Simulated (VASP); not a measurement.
# C (P6_3/mmc) in VASP: further runs, part 2 of 2

VASP 6.6.1. Earlier steps stand in the parts before.

### Step 3. Relaxation of the atoms, PBEsol (strained cell)

File INCAR:

```
SYSTEM = C
PREC     = Accurate       ! precision mode
ENCUT    = 520            ! plane-wave cutoff, eV
EDIFF    = 1E-6           ! SCF threshold, eV
ISMEAR   = 0              ! smearing method
SIGMA    = 0.02           ! smearing width, eV
LREAL    = .FALSE.        ! projectors in reciprocal space
LASPH    = .TRUE.         ! aspherical terms in the spheres
NELM     = 100            ! most SCF steps
ALGO     = Normal         ! electronic algorithm
ISIF     = 2              ! what is computed and relaxed
LWAVE    = .FALSE.        ! write WAVECAR
LCHARG   = .FALSE.        ! write CHGCAR
GGA      = PS             ! functional
IBRION   = 2              ! ionic algorithm
NSW      = 60             ! ionic steps
EDIFFG   = -0.002         ! ionic threshold
```

File KPOINTS:

```
regular mesh
0
G
  9 9 6
  0 0 0
```

File POSCAR:

```
C
1.0
    2.4737402479      0.0000000000      0.0000000000
   -1.2368701239      2.1423218970      0.0000000000
    0.0000000000      0.0000000000      4.1189829179
C
4
Direct
    0.3333333333      0.6666666667     -0.0002008248
    0.6666666667      0.3333333333      0.4997991752
    0.3333333333      0.6666666667      0.3742008248
    0.6666666667      0.3333333333      0.8742008248
```

Potentials or basis: VASP PAW PBE potentials, release 64 (C).

Started as:

```console
cat potpaw_PBE.64/C/POTCAR > POTCAR
mpirun -np 1 vasp_std > vasp.out
```

It took 23 s on 1 thread of Intel Xeon Platinum 8259CL at 2.50GHz (Skylake/Cascade Lake), shared host; peak memory 0.12 GiB.

Results (log left out):

| Quantity | Value |
| --- | --- |
| Free energy | -38.3686 eV |
| Energy gained by relaxing | 0.0 meV/atom |
| Ionic steps | 3 |
| Pressure after relaxing | 15.7 GPa |
| Band gap on the k mesh | 2.91 eV, indirect (least direct gap 4.95 eV) |

Stress tensor (GPa, compression positive):
```
15.57  0.00  0.00
 0.00 15.57  0.00
 0.00  0.00 15.83
```

Final structure:
```yaml
crystal:
  lattice:
    - [2.47374, 0.00000, 0.00000]
    - [-1.23687, 2.14232, 0.00000]
    - [0.00000, 0.00000, 4.11898]
  atoms:
    - { symbol: C, position: [0.33333, 0.66667, 0.99993] }
    - { symbol: C, position: [0.66667, 0.33333, 0.49993] }
    - { symbol: C, position: [0.33333, 0.66667, 0.37407] }
    - { symbol: C, position: [0.66667, 0.33333, 0.87407] }
```

Levels at points of the mesh, in eV from the valence-band top:
```
           k point  band 6  band 7  band 8  band 9  band 10  band 11
(0.00, 0.00, 0.00)   -0.56    0.00    0.00    4.95     4.95     5.39
(0.00, 0.00, 0.50)   -1.94   -1.94   -1.94    7.32     7.32     7.32
```

Caveat: the cell differs from its parent crystal (strained cell); the PAW data sets were made with another functional, which shifts forces and pressure a little.

### Step 4. Single point, PBEsol (strained cell)

File INCAR:

```
PREC = Accurate
ENCUT = 910
EDIFF = 1E-6
ISMEAR = 0
SIGMA = 0.02
LREAL = F
LASPH = T
NELM = 120
ALGO = Normal
ISIF = 2
LWAVE = F
LCHARG = T
GGA = PS
LELF = T
LVHAR = T
NBANDS = 16
GGA_COMPAT = F
```

File KPOINTS:

```
Automatic mesh
0
Gamma
  9 9 6
```

File POSCAR:

```
C
1.0
    2.4737402479      0.0000000000      0.0000000000
   -1.2368701239      2.1423218970      0.0000000000
    0.0000000000      0.0000000000      4.1189829179
C
4
Direct
    0.3333333333      0.6666666667     -0.0000837943
    0.6666666667      0.3333333333      0.4999162057
    0.3333333333      0.6666666667      0.3740837943
    0.6666666667      0.3333333333      0.8740837943
```

Potentials or basis: VASP PAW PBE potentials, release 64 (C_h).

Started as:

```console
cat potpaw_PBE.64/C_h/POTCAR > POTCAR
mpirun -np 1 vasp_std > vasp.out
```

OUTCAR:

```text
PREC = Accurate
   ENCUT = 910
   EDIFF = 1E-6
   ISMEAR = 0
   LREAL = F
   LASPH = T
   NELM = 120
   ISIF = 2
   GGA = PS

 ion  position               nearest neighbor table
   1  0.333  0.667  1.000-   4 1.52   4 1.52   4 1.52
   2  0.667  0.333  0.500-   3 1.52   3 1.52   3 1.52
   3  0.333  0.667  0.374-   2 1.52   2 1.52   2 1.52
   4  0.667  0.333  0.874-   1 1.52   1 1.52   1 1.52

  LATTYP: Found a hexagonal cell.
 ALAT       =     2.4737402479
 C/A-ratio  =     1.6650830342
[... 638 lines left out ...]
      6       3.9991      2.00000
[... 8 lines left out ...]
     15      27.9416      0.00000
     16      27.9416      0.00000

 [... further k-points ...]
[... 5 lines left out ...]
  --------------------------------------------------------------------------------------
  -------------------------------------------------------------------------------------
  Total        1.9540067      1.9540067      1.9988786      0.0000000      0.0000000      0.0000000
  in kB      143.4193725    143.4193725    146.7128591      0.0000000      0.0000000      0.0000000
  external PRESSURE =     144.5172014 kB  Pullay stress =       0.0000000 kB

 VOLUME and BASIS-vectors are now :
 -----------------------------------------------------------------------------
  energy-cutoff  :      910.00
  volume of cell :       21.83
      direct lattice vectors                 reciprocal lattice vectors
     2.473740248  0.000000000  0.000000000     0.404246162  0.233391630  0.000000000
    -1.236870124  2.142321897  0.000000000     0.000000000  0.466783260  0.000000000
     0.000000000  0.000000000  4.118982918     0.000000000  0.000000000  0.242778380

 POSITION                                       TOTAL-FORCE (eV/Angst)
 -----------------------------------------------------------------------------------
     -0.00000      1.42821      4.11864         0.000000      0.000000      0.000485
      1.23687      0.71411      2.05915        -0.000000     -0.000000      0.000485
     -0.00000      1.42821      1.54084         0.000000      0.000000     -0.000485
      1.23687      0.71411      3.60034        -0.000000      0.000000     -0.000485
 -----------------------------------------------------------------------------------
    total drift:                               -0.000000      0.000000      0.000004

  FREE ENERGIE OF THE ION-ELECTRON SYSTEM (eV)
  ---------------------------------------------------
  free  energy   TOTEN  =       -38.4251755842 eV

  energy  without entropy=      -38.4251755842  energy(sigma->0) =      -38.42517558
```

Wall time 15 s (1 thread of AMD EPYC 9R45 (Zen 5), shared host); peak memory 0.13 GiB.

Results:

- Free energy: -38.4252 eV
- Pressure: 14.5 GPa
- Band gap on the k mesh: 2.92 eV, indirect (least direct gap 4.96 eV)

Levels at points of the mesh, in eV from the valence-band top:
| k point | band 5 | band 6 | band 7 | band 8 | band 9 | band 10 | band 11 | band 12 |
| --- | --- | --- | --- | --- | --- | --- | --- | --- |
| (0.00, 0.00, 0.00) | -3.22 | -0.56 | 0.00 | 0.00 | 4.96 | 4.96 | 5.39 | 8.59 |
| (0.00, 0.00, 0.50) | -1.94 | -1.94 | -1.94 | -1.94 | 7.33 | 7.33 | 7.33 | 7.33 |

Caveat: the cell differs from its parent crystal (strained cell); the cutoff is under 1.25 times the usual one of these potentials, so pressure, stress and relaxed cells hold a basis-set (Pulay) error; the PAW data sets were made with another functional, which shifts forces and pressure a little. A k mesh can miss the band edges.

### Step 5. The runs side by side

| task | potentials or basis | cell | cutoff (eV) | second run | gap on the mesh (eV) | pressure (GPa) |
| --- | --- | --- | --- | --- | --- | --- |
| single point | VASP PAW PBE potentials, release 64 (C) | a = 2.474, b = 2.474, c = 4.119 Å, angles 90.0, 90.0, 120.0°, 4 atoms | 520 | - | 2.91 | 15.7 |
| relaxation of the atoms | VASP PAW PBE potentials, release 64 (C) | atoms relaxed from a = 2.474, b = 2.474, c = 4.119 Å, angles 90.0, 90.0, 120.0°, 4 atoms | 520 | - | 2.91 | 15.7 |
| single point | VASP PAW PBE potentials, release 64 (C_h) | a = 2.474, b = 2.474, c = 4.119 Å, angles 90.0, 90.0, 120.0°, 4 atoms | 910 | hard_potentials | 2.92 | 14.5 |

Alike in all rows: level PBEsol; no spin polarisation; k mesh 9 × 9 × 6; smearing gaussian 0.02 eV.

Caveats: the PAW data sets were made with another functional, which shifts forces and pressure a little; the cutoff is under 1.25 times the usual one of these potentials, so pressure, stress and relaxed cells hold a basis-set (Pulay) error (some runs).

Absolute energies hang on the potentials; compare differences alone.
